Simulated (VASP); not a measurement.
# Al (Fm-3m) in VASP: further runs

Runs on Al. Level: r2SCAN+D4. Tasks: single point.

All numbers are computed with VASP 6.6.1; they aren't measurements. Logs are shortened: lines on timing, memory, paths and dates and some standing lists are left out, and cuts for length are marked.

## 1. The cell of the first run

Symmetry: Fm-3m, No. 225, cubic system. The conventional cell has a = 3.967 Å, b = 3.967 Å, c = 3.967 Å, α = 90.00°, β = 90.00°, γ = 90.00°. Al (site symmetry m-3m) has 12 Al at 2.81 Å within 3.7 Å.

## 2. Single point, r2SCAN+D4

Input file POSCAR:

```
Al
1.0
    0.0000000000      1.9834708509      1.9834708509
    1.9834708509      0.0000000000      1.9834708509
    1.9834708509      1.9834708509      0.0000000000
Al
1
Direct
    0.0000000000      0.0000000000      0.0000000000
```

Input file INCAR.step1:

```
PREC     = Accurate       # precision mode
ENCUT    = 520            # plane-wave cutoff, eV
ISMEAR   = -1             # smearing method
SIGMA    = 0.05           # smearing width, eV
LREAL    = F              # projectors in reciprocal space
LASPH    = T              # aspherical terms in the spheres
NELM     = 80             # most SCF steps
NBANDS   = 8              # bands
GGA      = PE             # functional
ALGO     = Normal         # electronic algorithm
EDIFF    = 1E-4           # SCF threshold, eV
LWAVE    = T              # write WAVECAR
LCHARG   = F              # write CHGCAR
```

Input file INCAR.step2:

```
PREC     = Accurate       # precision mode
ENCUT    = 520            # plane-wave cutoff, eV
EDIFF    = 1E-6           # SCF threshold, eV
ISMEAR   = -1             # smearing method
SIGMA    = 0.05           # smearing width, eV
LREAL    = F              # projectors in reciprocal space
LASPH    = T              # aspherical terms in the spheres
NELM     = 80             # most SCF steps
ALGO     = Normal         # electronic algorithm
ISIF     = 2              # what is computed and relaxed
LWAVE    = F              # write WAVECAR
LCHARG   = F              # write CHGCAR
METAGGA  = R2SCAN         # meta-GGA
LMIXTAU  = T            
IVDW     = 13             # dispersion correction
VDW_S6   = 1.0          
VDW_S8   = 0.6018749    
VDW_A1   = 0.51559235   
VDW_A2   = 5.77342911   
NBANDS   = 8              # bands
ISTART   = 1
```

Input file KPOINTS:

```
Automatic mesh
0
Gamma
  11 11 11
```

Potentials or basis: VASP PAW PBE potentials, release 64 (Al).

Launch:

```
> cat potpaw_PBE.64/Al/POTCAR > POTCAR
> cp INCAR.step1 INCAR
> mpirun -np 1 vasp_std > vasp.out
> cp INCAR.step2 INCAR
> mpirun -np 1 vasp_std > vasp.out
```

OUTCAR:

```text
PREC = Accurate
   ENCUT = 520
   EDIFF = 1E-6
   ISMEAR = -1
   LREAL = F
   LASPH = T
   NELM = 80
   ISIF = 2
   METAGGA = R2SCAN
   IVDW = 13
   ISTART = 1

 ion  position               nearest neighbor table
   1  0.000  0.000  0.000-

  LATTYP: Found a face centered cubic cell.
 ALAT       =     3.9669417018

  Lattice vectors:

 A1 = (   0.0000000000,   1.9834708509,   1.9834708509)
 A2 = (   1.9834708509,   0.0000000000,   1.9834708509)
 A3 = (   1.9834708509,   1.9834708509,   0.0000000000)

Analysis of symmetry for initial positions (statically):
=====================================================================
 Subroutine PRICEL returns:
 Original cell was already a primitive cell.

 Routine SETGRP: Setting up the symmetry group for a
 face centered cubic supercell.

 Subroutine GETGRP returns: Found 48 space group operations
[... 9 lines left out ...]

 Routine SETGRP: Setting up the symmetry group for a
 face centered cubic supercell.

 Subroutine GETGRP returns: Found 48 space group operations
 (whereof 48 operations were pure point group operations)
 out of a pool of 48 trial point group operations.

The dynamic configuration has the point symmetry O_h .

 Subroutine INISYM returns: Found 48 space group operations
 (whereof 48 operations are pure point group operations),
 and found     1 'primitive' translations

----------------------------------------------------------------------------------------

                                     Primitive cell

  volume of cell :      15.6066

  direct lattice vectors                    reciprocal lattice vectors
     0.000000000  1.983470851  1.983470851    -0.252083362  0.252083362  0.252083362
     1.983470851  0.000000000  1.983470851     0.252083362 -0.252083362  0.252083362
     1.983470851  1.983470851  0.000000000     0.252083362  0.252083362 -0.252083362

  length of vectors
     2.805051378  2.805051378  2.805051378     0.436621190  0.436621190  0.436621190

  position of ions in fractional coordinates (direct lattice)
     0.000000000  0.000000000  0.000000000

  ion indices of the primitive-cell ions
   primitive index   ion index
                 1           1

----------------------------------------------------------------------------------------
[... 68 lines left out ...]
   ENCUT  =  520.0 eV  38.22 Ry    6.18 a.u.   5.22  5.22  5.22*2*pi/ulx,y,z
   NELM   =     80;   NELMIN=  2; NELMDL=  0     # of ELM steps
   EDIFF  = 0.1E-05   stopping-criterion for ELM
   LREAL  =      F    real-space projection
   EDIFFG = 0.1E-04   stopping-criterion for IOM
   NSW    =      0    number of steps for IOM
   IBRION =     -1    ionic relax: 0-MD 1-quasi-New 2-CG
   NFREE  =      0    steps in history (QN), initial steepest desc. (CG)
   ISIF   =      2    stress and relaxation
   ISYM   =      2    0-nonsym 1-usesym 2-fastsym
   POTIM  = 0.5000    time-step for ionic-motion
   TEBEG  =    0.0;   TEEND  =   0.0 temperature during run
   PSTRESS=    0.0 pullay stress
   NELECT =       3.0000    total number of electrons
   NUPDOWN=      -1.0000    fix difference up-down
   EMIN   =  10.00;   EMAX   =-10.00  energy-range for DOS
   EFERMI =   0.00;   METHOD = LEGACY
   ISMEAR =    -1;   SIGMA  =   0.05  broadening in eV -4-tet -1-fermi 0-gaus
   EFERMI_NEDOS =   21; number of points for ismear=-14 and -15
   IALGO  =     38    algorithm
   IMIX   =      4    mixing-type and parameters
     AMIX     =   0.40;   BMIX     =  1.00
     AMIX_MAG =   1.60;   BMIX_MAG =  1.00
  volume/ion in A,a.u.               =      15.61       105.32
  Fermi-wavevector in a.u.,A,eV,Ry     =   0.944814  1.785439 12.145548  0.892673
  Thomas-Fermi vector in A             =   2.072655
   LORBIT       =      0    0 simple, 1 ext, 2 COOP (PROOUT), +10 PAW based schemes
   METAGGA = R2SCAN    functional components
   LHFCALC =     F    Hartree Fock is set to
   AEXX    =    0.0000 exact exchange contribution
   IVDW    =    13    specifies the selected vdW correction
   LEPSILON=     F    determine dielectric tensor
   LRPA    =     F    only Hartree local field effects (RPA)
 non-spin polarized calculation
  energy-cutoff  :      520.00
  volume of cell :       15.61
 maximum number of plane-waves:       440
 NGX is ok and might be reduce to    24
   NGX = 11   NGY = 11   NGZ = 11

 number of electron       3.0000000 magnetization

 Free energy of the ion-electron system (eV)
  ---------------------------------------------------
  ext. energy  EPLUGINS =         0.00000000
  ---------------------------------------------------
  free energy    TOTEN  =        -6.74493977 eV

  energy without entropy =       -6.74134745  energy(sigma->0) =       -6.74314361

 E-fermi :   8.6063     XC(G=0): -11.1159

 val. band max:        8.5881642003   @ k =  -0.3636   0.3636   0.0000
 cond. band min:       8.6459962284   @ k =   0.4545   0.1818   0.0909
 fundamental gap:      0.0578320281
 Fermi energy:         8.6063414530

 k-point     1 :       0.0000    0.0000    0.0000
  band No.  band energies     occupation
      1      -3.6315      2.00000
      2      22.2521      0.00000
      3      22.2521      0.00000
      4      22.2521      0.00000
      5      24.6133      0.00000
      6      24.6133      0.00000
      7      24.6133      0.00000
      8      26.3790      0.00000
[... 243 lines left out ...]
 k-point    24 :      -0.1818    0.1818    0.0000
  band No.  band energies     occupation
      1      -1.0155      2.00000
      2      12.7179      0.00000
      3      14.5657      0.00000
      4      21.7630      0.00000
      5      23.9608      0.00000
      6      24.8079      0.00000
      7      26.5611      0.00000
      8      27.4659      0.00000

 [... further k-points ...]

------------------------ aborting loop because EDIFF is reached ----------------------------------------

  DFT-D4 for vdW energy calculation

  Edisp (eV):   -0.12439

  FORCE on cell =-STRESS in cart. coord.  units (eV):
  Direction    XX          YY          ZZ          XY          YZ          ZX
  --------------------------------------------------------------------------------------
  -------------------------------------------------------------------------------------
  Total       0.05780     0.05780     0.05780     0.00000    -0.00000     0.00000
  in kB       5.93372     5.93372     5.93372     0.00000    -0.00000     0.00000
  external pressure =        5.93 kB  Pullay stress =        0.00 kB

 VOLUME and BASIS-vectors are now :
 -----------------------------------------------------------------------------
  energy-cutoff  :      520.00
  volume of cell :       15.61
      direct lattice vectors                 reciprocal lattice vectors
     0.000000000  1.983470851  1.983470851    -0.252083362  0.252083362  0.252083362
     1.983470851  0.000000000  1.983470851     0.252083362 -0.252083362  0.252083362
     1.983470851  1.983470851  0.000000000     0.252083362  0.252083362 -0.252083362

 POSITION                                       TOTAL-FORCE (eV/Angst)
 -----------------------------------------------------------------------------------
      0.00000      0.00000      0.00000        -0.000000     -0.000000     -0.000000
 -----------------------------------------------------------------------------------
    total drift:                                0.000000      0.000000     -0.000000

  FREE ENERGIE OF THE ION-ELECTRON SYSTEM (eV)
  ---------------------------------------------------
  free  energy   TOTEN  =        -6.8693336137 eV

  energy  without entropy=       -6.8657412985  energy(sigma->0) =       -6.86753746
```

OUTCAR.step1:

```text
PREC = Accurate
   ENCUT = 520
   ISMEAR = -1
   LREAL = F
   LASPH = T
   NELM = 80
[... 478 lines left out ...]

 POSITION                                       TOTAL-FORCE (eV/Angst)
 -----------------------------------------------------------------------------------
      0.00000      0.00000      0.00000        -0.000000      0.000000     -0.000000
 -----------------------------------------------------------------------------------
    total drift:                                0.000000     -0.000000     -0.000000

  FREE ENERGIE OF THE ION-ELECTRON SYSTEM (eV)
  ---------------------------------------------------
  free  energy   TOTEN  =        -3.7424088577 eV

  energy  without entropy=       -3.7384994541  energy(sigma->0) =       -3.74045416
```

Wall time 12 s (1 thread of Intel Xeon 6975P-C (Granite Rapids), shared host); peak memory 0.13 GiB.

Results:

```
Free energy                : -6.8693 eV
Pressure                   : 0.6 GPa
Dispersion energy per atom : -0.124 eV
```

Caveat: the PAW data sets were made with another functional, which shifts forces and pressure a little; pairwise dispersion overbinds metals, which lowers pressure and volume.

## 3. Single point, r2SCAN+D4

This run uses another cell than the first one, of 15.94 Å³/atom, 1.021 times its volume.

Input file POSCAR:

```
Al
1.0
    0.0000000000      1.9974394157      1.9974394157
    1.9974394157      0.0000000000      1.9974394157
    1.9974394157      1.9974394157      0.0000000000
Al
1
Direct
    0.0000000000      0.0000000000      0.0000000000
```

Input file INCAR.step1:

```
SYSTEM = Al
ALGO = Normal
EDIFF = 1E-4
ENCUT = 520
GGA = PE
ISMEAR = -1
LASPH = .TRUE.
LCHARG = .FALSE.
LREAL = .FALSE.
LWAVE = .TRUE.
NBANDS = 8
NELM = 60
PREC = Accurate
SIGMA = 0.05
```

Input file INCAR.step2:

```
SYSTEM = Al
ALGO = Normal
EDIFF = 1E-6
ENCUT = 520
ISIF = 2
ISMEAR = -1
ISTART = 1
IVDW = 13
LASPH = .TRUE.
LCHARG = .FALSE.
LMIXTAU = .TRUE.
LREAL = .FALSE.
LWAVE = .FALSE.
METAGGA = R2SCAN
NBANDS = 8
NELM = 60
PREC = Accurate
SIGMA = 0.05
VDW_A1 = 0.51559235
VDW_A2 = 5.77342911
VDW_S6 = 1.0
VDW_S8 = 0.6018749
```

Input file KPOINTS:

```
k-points
0
G
  11 11 11
  0 0 0
```

Potentials or basis: VASP PAW PBE potentials, release 64 (Al).

Launch:

```
> cat potpaw_PBE.64/Al/POTCAR > POTCAR
> cp INCAR.step1 INCAR
> mpirun -np 1 vasp_std > vasp.out
> cp INCAR.step2 INCAR
> mpirun -np 1 vasp_std > vasp.out
```

Run time: 12 s. Hardware: 1 thread of Intel Xeon 6975P-C (Granite Rapids), shared host; peak memory 0.13 GiB.

The run converged. Its results:

```yaml
Free_energy: -6.8684 eV
Pressure: -1.4 GPa
Dispersion_energy_per_atom: -0.122 eV
```

Levels at points of the mesh, in eV from the Fermi level:
```
           k point  band 1  band 2  band 3  band 4  band 5
(0.00, 0.00, 0.00)  -12.08   13.53   13.53   13.53   15.71
```

Caveat: the PAW data sets were made with another functional, which shifts forces and pressure a little; pairwise dispersion overbinds metals, which lowers pressure and volume.

## 4. Single point, r2SCAN+D4

This run uses another cell than the first one, of 16.27 Å³/atom, 1.043 times its volume.

Input file POSCAR:

```
Al
1.0
    0.0000000000      2.0112152952      2.0112152952
    2.0112152952      0.0000000000      2.0112152952
    2.0112152952      2.0112152952      0.0000000000
Al
1
Direct
    0.0000000000      0.0000000000      0.0000000000
```

Input file INCAR.step1:

```
  PREC = Accurate
  ENCUT = 520
  ISMEAR = -1
  SIGMA = 0.05
  LREAL = False
  LASPH = True
  NELM = 80
  NBANDS = 8
  GGA = PE
  ALGO = Normal
  EDIFF = 1E-4
  LWAVE = True
  LCHARG = False
```

Input file INCAR.step2:

```
  PREC = Accurate
  ENCUT = 520
  EDIFF = 1E-7
  ISMEAR = -1
  SIGMA = 0.05
  LREAL = False
  LASPH = True
  NELM = 80
  ALGO = Normal
  ISIF = 2
  LWAVE = False
  LCHARG = False
  METAGGA = R2SCAN
  LMIXTAU = True
  IVDW = 13
  VDW_S6 = 1.0
  VDW_S8 = 0.6018749
  VDW_A1 = 0.51559235
  VDW_A2 = 5.77342911
  NBANDS = 8
  ISTART = 1
```

Input file KPOINTS:

```
regular mesh
0
Gamma
  11 11 11
```

Launch:

```
> cat potpaw_PBE.64/Al/POTCAR > POTCAR
> cp INCAR.step1 INCAR
> mpirun -np 1 vasp_std > vasp.out
> cp INCAR.step2 INCAR
> mpirun -np 1 vasp_std > vasp.out
```

Run time: 18 s. Hardware: 1 thread of Intel Xeon Platinum 8559C (Emerald Rapids), shared host; peak memory 0.13 GiB.

The run converged. Its results:

```yaml
Free_energy: -6.8637 eV
Pressure: -3.1 GPa
Dispersion_energy_per_atom: -0.120 eV
```

Levels at points of the mesh, in eV from the Fermi level:
```csv
k point,band 1,band 2,band 3,band 4,band 5
"(0.00, 0.00, 0.00)",-11.94,13.41,13.41,13.41,15.42
```

Caveat: the PAW data sets were made with another functional, which shifts forces and pressure a little; pairwise dispersion overbinds metals, which lowers pressure and volume.

## 5. Single point, r2SCAN+D4

This run uses another cell than the first one, of 16.60 Å³/atom, 1.064 times its volume.

Input file POSCAR:

```
Al
1.0
    0.0000000000      2.0248050000      2.0248050000
    2.0248050000      0.0000000000      2.0248050000
    2.0248050000      2.0248050000      0.0000000000
Al
1
Direct
    0.0000000000      0.0000000000      0.0000000000
```

Input file INCAR.step1:

```
PREC = Accurate ; ENCUT = 520
ISMEAR = -1 ; SIGMA = 0.05
LREAL = F ; LASPH = T
NELM = 60 ; NBANDS = 8
GGA = PE ; ALGO = Normal
EDIFF = 1E-4 ; LWAVE = T
LCHARG = F
```

Input file INCAR.step2:

```
PREC = Accurate ; ENCUT = 520
EDIFF = 1E-6 ; ISMEAR = -1
SIGMA = 0.05 ; LREAL = F
LASPH = T ; NELM = 60
ALGO = Normal ; ISIF = 2
LWAVE = F ; LCHARG = F
METAGGA = R2SCAN ; LMIXTAU = T
IVDW = 13 ; VDW_S6 = 1.0
VDW_S8 = 0.6018749 ; VDW_A1 = 0.51559235
VDW_A2 = 5.77342911 ; NBANDS = 8
ISTART = 1
```

Input file KPOINTS:

```
Automatic mesh
0
Gamma
  11 11 11
```

Launch:

```
> cat potpaw_PBE.64/Al/POTCAR > POTCAR
> cp INCAR.step1 INCAR
> mpirun -np 1 vasp_std > vasp.out
> cp INCAR.step2 INCAR
> mpirun -np 1 vasp_std > vasp.out
```

Run time: 15 s. Hardware: 1 thread of Intel Xeon Platinum 8559C (Emerald Rapids), shared host; peak memory 0.13 GiB.

Results (log left out):

- Free energy: -6.8556 eV
- Pressure: -4.7 GPa
- Dispersion energy per atom: -0.118 eV

Levels at points of the mesh, in eV from the Fermi level:
| k point | band 1 | band 2 | band 3 | band 4 |
| --- | --- | --- | --- | --- |
| (0.00, 0.00, 0.00) | -11.80 | 13.29 | 13.29 | 13.29 |

Caveat: the PAW data sets were made with another functional, which shifts forces and pressure a little; pairwise dispersion overbinds metals, which lowers pressure and volume.

## 6. Single point, r2SCAN+D4

This run uses another cell than the first one, of 16.93 Å³/atom, 1.085 times its volume.

Input file POSCAR:

```
Al
1.0
    0.0000000000      2.0382146954      2.0382146954
    2.0382146954      0.0000000000      2.0382146954
    2.0382146954      2.0382146954      0.0000000000
Al
1
Direct
    0.0000000000      0.0000000000      0.0000000000
```

Input file INCAR.step1:

```
PREC = Accurate
ENCUT = 520
ISMEAR = -1
SIGMA = 0.05
LREAL = F
LASPH = T
NELM = 80
NBANDS = 8
GGA = PE
ALGO = Normal
EDIFF = 1E-4
LWAVE = T
LCHARG = F
```

Input file INCAR.step2:

```
PREC = Accurate
ENCUT = 520
EDIFF = 1E-7
ISMEAR = -1
SIGMA = 0.05
LREAL = F
LASPH = T
NELM = 80
ALGO = Normal
ISIF = 2
LWAVE = F
LCHARG = F
METAGGA = R2SCAN
LMIXTAU = T
IVDW = 13
VDW_S6 = 1.0
VDW_S8 = 0.6018749
VDW_A1 = 0.51559235
VDW_A2 = 5.77342911
NBANDS = 8
ISTART = 1
```

Input file KPOINTS:

```
regular mesh
0
Gamma
  11 11 11
```

Potentials or basis: VASP PAW PBE potentials, release 64 (Al).

Launch:

```
> cat potpaw_PBE.64/Al/POTCAR > POTCAR
> cp INCAR.step1 INCAR
> mpirun -np 1 vasp_std > vasp.out
> cp INCAR.step2 INCAR
> mpirun -np 1 vasp_std > vasp.out
```

It took 15 s on 1 thread of Intel Xeon Platinum 8559C (Emerald Rapids), shared host; peak memory 0.13 GiB.

The run converged. Its results:

* Free energy: -6.8443 eV
* Pressure: -6.1 GPa
* Dispersion energy per atom: -0.116 eV

Levels at points of the mesh, in eV from the Fermi level:
```csv
k point,band 1,band 2,band 3,band 4,band 5,band 6
"(0.00, 0.00, 0.00)",-11.66,13.17,13.17,13.17,14.86,14.86
```

Caveat: the PAW data sets were made with another functional, which shifts forces and pressure a little; pairwise dispersion overbinds metals, which lowers pressure and volume.

## 7. The runs side by side

```tsv
cell	gap on the mesh (eV)	pressure (GPa)
a = 2.805 Å, angles 60.0°, 1 atom	none	0.6
a = 2.825 Å, angles 60.0°, 1 atom	none	-1.4
a = 2.844 Å, angles 60.0°, 1 atom	none	-3.1
a = 2.864 Å, angles 60.0°, 1 atom	none	-4.7
a = 2.882 Å, angles 60.0°, 1 atom	none	-6.1
```

Alike in all rows: task single point; level r2SCAN+D4; potentials or basis VASP PAW PBE potentials, release 64 (Al); no spin polarisation; k mesh 11 × 11 × 11; cutoff (eV) 520; smearing fermi-dirac 0.05 eV.

Caveats: the PAW data sets were made with another functional, which shifts forces and pressure a little; pairwise dispersion overbinds metals, which lowers pressure and volume.

Absolute energies hang on the potentials; compare differences alone.
